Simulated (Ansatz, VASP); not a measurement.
## Sn2GeN2 in VASP and in Ansatz

```
Sn Ge N
1.0
     2.71635   -1.57533    0.00000
     2.71635    1.57533    0.00000
    -1.88920    0.00000    9.68643
Sn Ge N
2 1 2
Direct
  0.44533 0.44533 0.32206
  0.55467 0.55467 0.67794
  0.00000 0.00000 0.00000
  0.36946 0.36946 0.10399
  0.63054 0.63054 0.89601
```

Change from the starting cell: the structure that the rattled cell fell into.

Alike in both runs: task relaxation of cell and atoms; functional PBE; k mesh 12 × 12 × 4; occupations gaussian, width 0.1 eV; no spin polarisation.

|  | VASP | Ansatz |
| --- | --- | --- |
| version | VASP 6.6.1 | Ansatz 0.2.0 |
| potentials or method | VASP PAW PBE potentials, release 64 (Sn_d, Ge_d, N), cutoff 600 eV | scalar-relativistic, plane waves, PAW |
| valence electrons in the cell | 52 | 52 |

Ansatz gave:

* gap on the k mesh at the Fermi level, each at its own relaxed structure (eV): none
* relaxed volume (Å³/atom): 16.60
* relaxed length of the cell vector where the two differ most in proportion (Å): 3.142

Which values does VASP return?

gap on the k mesh at the Fermi level, each at its own relaxed structure (eV): none; relaxed volume (Å³/atom): 16.59; relaxed length of the cell vector where the two differ most in proportion (Å): 3.141.

A gap of «none» marks a metal or a gap that the smearing closes.
